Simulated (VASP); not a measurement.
# SiC (Cm) in VASP: further runs

Runs on SiC. Level: PBE. Tasks: single point.

Everything below comes from runs of VASP 6.6.1. Logs are shortened: lines on timing, memory, paths and dates and some standing lists are left out, and cuts for length are marked.

### Step 1. The cell of the first run

Symmetry: Cm, No. 8, monoclinic system. The conventional cell has a = 5.325 Å, b = 3.075 Å, c = 3.075 Å, α = 90.00°, β = 125.26°, γ = 90.00°. Si (site symmetry m) has 1 C at 1.22 Å within 1.6 Å. Within 1.6 Å of C (site symmetry m) lie 1 Si at 1.22 Å.

### Step 2. Single point, PBE (atom 1 (Si) moved by (-0.600, -0.300) A along [1 1 0] and z)

INCAR reads:

```
PREC = Accurate ; ENCUT = 600
EDIFF = 1E-6 ; ISMEAR = 0
SIGMA = 0.05 ; LREAL = False
LASPH = True ; NELM = 120
ALGO = Normal ; ISIF = 2
LWAVE = False ; LCHARG = True
GGA = PE ; LELF = True
LVHAR = True ; NBANDS = 11
GGA_COMPAT = False
```

KPOINTS reads:

```
Automatic mesh
0
Gamma
  4 4 4
```

POSCAR reads:

```
SiC
1.0
    0.0000000000      2.1740000000      2.1740000000
    2.1740000000      0.0000000000      2.1740000000
    2.1740000000      2.1740000000      0.0000000000
Si C
1 1
Direct
   -0.0689972401     -0.0689972401     -0.1261564254
    0.7500000000      0.7500000000      0.7500000000
```

Potentials or basis: VASP PAW PBE potentials, release 64 (Si, C).

Started as:

```console
$ cat potpaw_PBE.64/Si/POTCAR potpaw_PBE.64/C/POTCAR > POTCAR
$ mpirun -np 1 vasp_std > vasp.out
```

OUTCAR:

```text
PREC = Accurate
   ENCUT = 600
   EDIFF = 1E-6
   ISMEAR = 0
   LREAL = False
   LASPH = True
   NELM = 120
   ISIF = 2
   GGA = PE

 ion  position               nearest neighbor table
   1  0.931  0.931  0.874-   2 1.22   2 2.16   2 2.16   2 2.28
   2  0.750  0.750  0.750-   1 1.22   1 2.16   1 2.16   1 2.28

 -----------------------------------------------------------------------------
|                                                                             |
|           W    W    AA    RRRRR   N    N  II  N    N   GGGG   !!!           |
|           W    W   A  A   R    R  NN   N  II  NN   N  G    G  !!!           |
|           W    W  A    A  R    R  N N  N  II  N N  N  G       !!!           |
|           W WW W  AAAAAA  RRRRR   N  N N  II  N  N N  G  GGG   !            |
|           WW  WW  A    A  R   R   N   NN  II  N   NN  G    G                |
|           W    W  A    A  R    R  N    N  II  N    N   GGGG   !!!           |
|                                                                             |
|     The distance between some ions is very small. Please check the          |
|     nearest-neighbor list in the OUTCAR file.                               |
|     I HOPE YOU KNOW WHAT YOU ARE DOING!                                     |
|                                                                             |
 -----------------------------------------------------------------------------

  LATTYP: Found a face centered cubic cell.
 ALAT       =     4.3480000000

  Lattice vectors:

 A1 = (   0.0000000000,   2.1740000000,   2.1740000000)
 A2 = (   2.1740000000,   0.0000000000,   2.1740000000)
 A3 = (   2.1740000000,   2.1740000000,   0.0000000000)

Analysis of symmetry for initial positions (statically):
=====================================================================
 Subroutine PRICEL returns:
 Original cell was already a primitive cell.

 Routine SETGRP: Setting up the symmetry group for a
 face centered cubic supercell.

 Subroutine GETGRP returns: Found  2 space group operations
 (whereof  2 operations were pure point group operations)
 out of a pool of 48 trial point group operations.

The static configuration has the point symmetry C_1h.

Analysis of symmetry for dynamics (positions and initial velocities):
=====================================================================
 Subroutine PRICEL returns:
 Original cell was already a primitive cell.

 Routine SETGRP: Setting up the symmetry group for a
 face centered cubic supercell.

 Subroutine GETGRP returns: Found  2 space group operations
 (whereof  2 operations were pure point group operations)
 out of a pool of 48 trial point group operations.

The dynamic configuration has the point symmetry C_1h.

 Subroutine INISYM returns: Found  2 space group operations
 (whereof  2 operations are pure point group operations),
 and found     1 'primitive' translations

----------------------------------------------------------------------------------------

                                     Primitive cell

  volume of cell :      20.5498

  direct lattice vectors                    reciprocal lattice vectors
     0.000000000  2.174000000  2.174000000    -0.229990800  0.229990800  0.229990800
     2.174000000  0.000000000  2.174000000     0.229990800 -0.229990800  0.229990800
     2.174000000  2.174000000  0.000000000     0.229990800  0.229990800 -0.229990800

  length of vectors
     3.074500285  3.074500285  3.074500285     0.398355752  0.398355752  0.398355752

  position of ions in fractional coordinates (direct lattice)
     0.931002760  0.931002760  0.873843575
     0.750000000  0.750000000  0.750000000

  ion indices of the primitive-cell ions
   primitive index   ion index
                 1           1
                 2           2

----------------------------------------------------------------------------------------

 KPOINTS: Automatic mesh

Automatic generation of k-mesh.
 Grid dimensions read from file:
 generate k-points for:    4    4    4

 Generating k-lattice:

  Cartesian coordinates                     Fractional coordinates (reciprocal lattice)
    -0.057497700  0.057497700  0.057497700     0.250000000  0.000000000  0.000000000
     0.057497700 -0.057497700  0.057497700     0.000000000  0.250000000  0.000000000
     0.057497700  0.057497700 -0.057497700     0.000000000  0.000000000  0.250000000

  Length of vectors
     0.099588938  0.099588938  0.099588938

  Shift w.r.t. Gamma in fractional coordinates (k-lattice)
     0.000000000  0.000000000  0.000000000

 Subroutine IBZKPT returns following result:
 ===========================================

 Found     24 irreducible k-points:

 Following reciprocal coordinates:
            Coordinates               Weight
  0.000000  0.000000  0.000000      1.000000
  0.250000  0.000000  0.000000      4.000000
  0.000000  0.000000  0.250000      2.000000
  0.250000  0.250000  0.250000      2.000000
  0.500000  0.000000  0.000000      2.000000
  0.000000  0.000000  0.500000      1.000000
[... 16 lines left out ...]
 -0.250000  0.500000  0.250000      4.000000
  0.250000 -0.250000  0.500000      2.000000
   k-points           NKPTS =     24   k-points in BZ     NKDIM =     24   number of bands    NBANDS=     11
   number of dos      NEDOS =    301   number of ions     NIONS =      2
   total plane-waves  NPLWV =  21952
   dimension x,y,z NGX =    28 NGY =   28 NGZ =   28
   dimension x,y,z NGXF=    56 NGYF=   56 NGZF=   56
   ions per type =               1   1
   NGX,Y,Z   is equivalent  to a cutoff of  15.14, 15.14, 15.14 a.u.
   NGXF,Y,Z  is equivalent  to a cutoff of  30.28, 30.28, 30.28 a.u.
 SYSTEM =  unknown system
   PREC   = accura    normal or accurate (medium, high low for compatibility)
   ISTART =      0    job   : 0-new  1-cont  2-samecut
   ICHARG =      2    charge: 1-file 2-atom 10-const
   ISPIN  =      1    spin polarized calculation?
   LNONCOLLINEAR =      F non collinear calculations
   LSORBIT =      F    spin-orbit coupling
   LASPH  =      T    aspherical Exc in radial PAW
   ENCUT  =  600.0 eV  44.10 Ry    6.64 a.u.   6.14  6.14  6.14*2*pi/ulx,y,z
   NELM   =    120;   NELMIN=  2; NELMDL= -5     # of ELM steps
   EDIFF  = 0.1E-05   stopping-criterion for ELM
   LREAL  =      F    real-space projection
   EDIFFG = 0.1E-04   stopping-criterion for IOM
   NSW    =      0    number of steps for IOM
   IBRION =     -1    ionic relax: 0-MD 1-quasi-New 2-CG
   NFREE  =      0    steps in history (QN), initial steepest desc. (CG)
   ISIF   =      2    stress and relaxation
   ISYM   =      2    0-nonsym 1-usesym 2-fastsym
   POTIM  = 0.5000    time-step for ionic-motion
   TEBEG  =    0.0;   TEEND  =   0.0 temperature during run
   PSTRESS=    0.0 pullay stress
   NELECT =       8.0000    total number of electrons
   NUPDOWN=      -1.0000    fix difference up-down
   EMIN   =  10.00;   EMAX   =-10.00  energy-range for DOS
   EFERMI =   0.00;   METHOD = LEGACY
   ISMEAR =     0;   SIGMA  =   0.05  broadening in eV -4-tet -1-fermi 0-gaus
   EFERMI_NEDOS =   21; number of points for ismear=-14 and -15
   IALGO  =     38    algorithm
   IMIX   =      4    mixing-type and parameters
     AMIX     =   0.40;   BMIX     =  1.00
     AMIX_MAG =   1.60;   BMIX_MAG =  1.00
  volume/ion in A,a.u.               =      10.27        69.34
  Fermi-wavevector in a.u.,A,eV,Ry     =   1.195369  2.258920 19.441458  1.428907
  Thomas-Fermi vector in A             =   2.331336
   LORBIT       =      0    0 simple, 1 ext, 2 COOP (PROOUT), +10 PAW based schemes
   GGA     = PE    functional components
   LHFCALC =     F    Hartree Fock is set to
   AEXX    =    0.0000 exact exchange contribution
   IVDW    =     0    specifies the selected vdW correction
   LEPSILON=     F    determine dielectric tensor
   LRPA    =     F    only Hartree local field effects (RPA)
 non-spin polarized calculation
 Gauss-broadening in eV      SIGMA  =   0.05
  energy-cutoff  :      600.00
  volume of cell :       20.55
 maximum number of plane-waves:       701
 NGX is ok and might be reduce to    28
   NGX = 13   NGY = 13   NGZ = 13

 number of electron       8.0000000 magnetization

 Free energy of the ion-electron system (eV)
  ---------------------------------------------------
  ext. energy  EPLUGINS =         0.00000000
  ---------------------------------------------------
  free energy    TOTEN  =        -3.61044923 eV

  energy without entropy =       -3.61042942  energy(sigma->0) =       -3.61043932

 E-fermi :   8.1449     XC(G=0): -11.2463

 val. band max:        8.0475239959   @ k =   0.0000   0.0000   0.0000
 cond. band min:       8.2423427757   @ k =   0.5000   0.5000   0.0000
 fundamental gap:      0.1948187798
 Fermi energy:         8.1449333421

 k-point     1 :       0.0000    0.0000    0.0000
  band No.  band energies     occupation
      1      -7.3484      2.00000
      2       5.6950      2.00000
      3       7.8415      2.00000
      4       8.0475      1.99413
      5      13.1893      0.00000
      6      15.2145      0.00000
      7      15.7324      0.00000
      8      17.8647      0.00000
      9      21.4581      0.00000
     10      21.8458      0.00000
     11      23.2878      0.00000

 k-point     2 :       0.2500    0.0000    0.0000
  band No.  band energies     occupation
      1      -6.2212      2.00000
      2       3.3746      2.00000
      3       6.5667      2.00000
      4       7.6913      2.00000
      5      12.1652      0.00000
      6      14.6725      0.00000
      7      15.8701      0.00000
      8      18.9422      0.00000
      9      21.6237      0.00000
     10      22.1516      0.00000
     11      23.1767      0.00000
[... 295 lines left out ...]
 k-point    24 :       0.2500   -0.2500    0.5000
  band No.  band energies     occupation
      1      -2.7917      2.00000
      2       1.7462      2.00000
      3       2.5984      2.00000
      4       3.7852      2.00000
      5      11.6183      0.00000
      6      14.9555      0.00000
      7      17.8470      0.00000
      8      18.6016      0.00000
      9      21.5208      0.00000
     10      26.6270      0.00000
     11      27.9281      0.00000

------------------------ aborting loop because EDIFF is reached ----------------------------------------

  FORCE on cell =-STRESS in cart. coord.  units (eV):
  Direction    XX          YY          ZZ          XY          YZ          ZX
  --------------------------------------------------------------------------------------
  -------------------------------------------------------------------------------------
  Total       16.1045781     16.1045781     23.4917449     17.3658580     19.6843794     19.6843793
  in kB     1255.6000387   1255.6000387   1831.5435208   1353.9362389   1534.7007083   1534.7007065
  external PRESSURE =    1447.5811994 kB  Pullay stress =       0.0000000 kB

 VOLUME and BASIS-vectors are now :
 -----------------------------------------------------------------------------
  energy-cutoff  :      600.00
  volume of cell :       20.55
      direct lattice vectors                 reciprocal lattice vectors
     0.000000000  2.174000000  2.174000000    -0.229990800  0.229990800  0.229990800
     2.174000000  0.000000000  2.174000000     0.229990800 -0.229990800  0.229990800
     2.174000000  2.174000000  0.000000000     0.229990800  0.229990800 -0.229990800

 POSITION                                       TOTAL-FORCE (eV/Angst)
 -----------------------------------------------------------------------------------
      3.92374      3.92374      4.04800        29.742200     29.742200     35.030634
      3.26100      3.26100      3.26100       -29.742200    -29.742200    -35.030634
 -----------------------------------------------------------------------------------
    total drift:                                0.000212      0.000212      0.000204

  FREE ENERGIE OF THE ION-ELECTRON SYSTEM (eV)
  ---------------------------------------------------
  free  energy   TOTEN  =        -3.6104492272 eV

  energy  without entropy=       -3.6104294159  energy(sigma->0) =       -3.61043932
```

Run time: 9.9 s. Hardware: 1 thread of Intel Xeon Platinum 8375C at 2.90GHz (Ice Lake), shared host; peak memory 0.14 GiB.

Results:

| Quantity | Value |
| --- | --- |
| Free energy | -3.6104 eV |
| Pressure | 144.8 GPa |
| Largest force | 54.739 eV/Å |
| Band gap on the k mesh | 0.19 eV, indirect (least direct gap 2.64 eV) |

Forces in eV/Å, atoms in the order of the input:
```
Si   29.742  29.742  35.031
C   -29.742 -29.742 -35.031
```

Caveat: the k points lie up to 0.63 Å⁻¹ apart; the cell differs from its parent crystal (atom 1 (Si) moved by (-0.600, -0.300) A along [1 1 0] and z); forces of over 1 eV/Å act on the atoms, so gaps and moduli don't describe the material at rest.

### Step 3. Single point, PBE (atom 1 (Si) moved by (-0.600, +0.300) A along [1 1 0] and z)

INCAR reads:

```
PREC     = Accurate       # precision mode
ENCUT    = 600            # plane-wave cutoff, eV
EDIFF    = 1E-6           # SCF threshold, eV
ISMEAR   = 0              # smearing method
SIGMA    = 0.05           # smearing width, eV
LREAL    = F              # projectors in reciprocal space
LASPH    = T              # aspherical terms in the spheres
NELM     = 120            # most SCF steps
ALGO     = Normal         # electronic algorithm
ISIF     = 2              # what is computed and relaxed
LWAVE    = F              # write WAVECAR
LCHARG   = F              # write CHGCAR
GGA      = PE             # functional
NBANDS   = 11             # bands
GGA_COMPAT= F
```

KPOINTS reads:

```
regular mesh
0
Gamma
  4 4 4
```

POSCAR, as its differences from that of step 2:

```diff
@@ -8,3 +8,3 @@
 Direct
-   -0.0689972401     -0.0689972401     -0.1261564254
+    0.0689972401      0.0689972401     -0.2641509056
     0.7500000000      0.7500000000      0.7500000000
```

Potentials or basis: VASP PAW PBE potentials, release 64 (Si, C).

Started as:

```console
$ cat potpaw_PBE.64/Si/POTCAR potpaw_PBE.64/C/POTCAR > POTCAR
$ mpirun -np 1 vasp_std > vasp.out
```

Run time: 8.8 s. Hardware: 1 thread of Intel Xeon Platinum 8375C at 2.90GHz (Ice Lake), shared host; peak memory 0.15 GiB.

It converged, with:

```yaml
Free_energy: -13.3336 eV
Pressure: 21.5 GPa
Largest_force: 4.098 eV/Å
Band_gap_on_the_k_mesh: zero (band 4 reaches 9.93 eV, above the bottom of band 5 at 8.63 eV)
```

Forces on the atoms (eV/Å):
```
Si   2.430  2.430  2.232
C   -2.430 -2.430 -2.232
```

Stress tensor (GPa, compression positive):
```
13.59  9.57  5.70
 9.57 13.59  5.70
 5.70  5.70 37.39
```

Levels at points of the mesh, in eV from the Fermi level:
```tsv
k point	band 2	band 3	band 4	band 5	band 6	band 7
(0.00, 0.00, 0.00)	-2.84	-1.93	0.49	3.60	6.23	7.01
(0.50, 0.00, 0.00)	-10.19	-3.56	-0.24	2.96	5.03	7.70
(0.00, 0.00, 0.50)	-8.56	-3.45	-2.55	4.47	4.74	5.63
(0.50, 0.50, 0.50)	-10.64	-3.08	-0.35	2.92	5.21	7.89
(0.50, 0.50, 0.00)	-9.30	-4.79	-3.01	-0.81	2.10	11.63
(0.00, 0.50, 0.50)	-9.04	-5.14	-3.19	-0.62	2.19	11.94
```

Caveat: the k points lie up to 0.63 Å⁻¹ apart; the cell differs from its parent crystal (atom 1 (Si) moved by (-0.600, +0.300) A along [1 1 0] and z); forces of over 1 eV/Å act on the atoms, so gaps and moduli don't describe the material at rest.
